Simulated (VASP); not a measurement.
**Au: single point with LDA**

The system is Au.

```xyz
1
Lattice="2.2498 0.0000 0.0000 0.0000 2.2498 0.0000 0.0000 0.0000 2.2498" Properties=species:S:1:pos:R:3 pbc="T T T"
Au    0.0000    0.0000    0.0000
```

This cell differs from its parent crystal: volume scaled by 0.6.

| Item | Value |
| --- | --- |
| Program | VASP 6.6.1 |
| Task | single point |
| Functional | LDA |
| Potentials or basis | VASP PAW LDA potentials, release 64 (Au) |
| Cutoff | 520 eV |
| k mesh | 14 × 14 × 14 |
| Occupations | fermi-dirac, width 0.05 eV |
| Spin | no spin polarisation |

```
Pressure : 306.1 GPa
```

Levels at points of the mesh, in eV from the Fermi level:
```csv
k point,band 3,band 4,band 5,band 6,band 7,band 8,band 9,band 10
"(0.00, 0.00, 0.00)",-12.56,-1.74,-1.74,-1.74,16.27,16.27,16.27,24.93
"(0.50, 0.00, 0.00)",-5.96,-5.96,-4.21,-1.30,5.57,14.83,20.70,24.09
"(0.50, 0.50, 0.00)",-5.16,-5.16,1.28,3.19,3.19,14.29,14.99,22.43
"(0.50, 0.50, 0.50)",-11.38,1.58,1.58,6.49,12.14,12.14,12.14,24.04
```

Wall time 4.9 s on 1 thread of Intel(R) Xeon(R) 6975P-C (Granite Rapids), on a shared host, peak memory 0.13 GiB.

Caveat: spin-orbit coupling is left out, which moves the levels of the heavy elements.
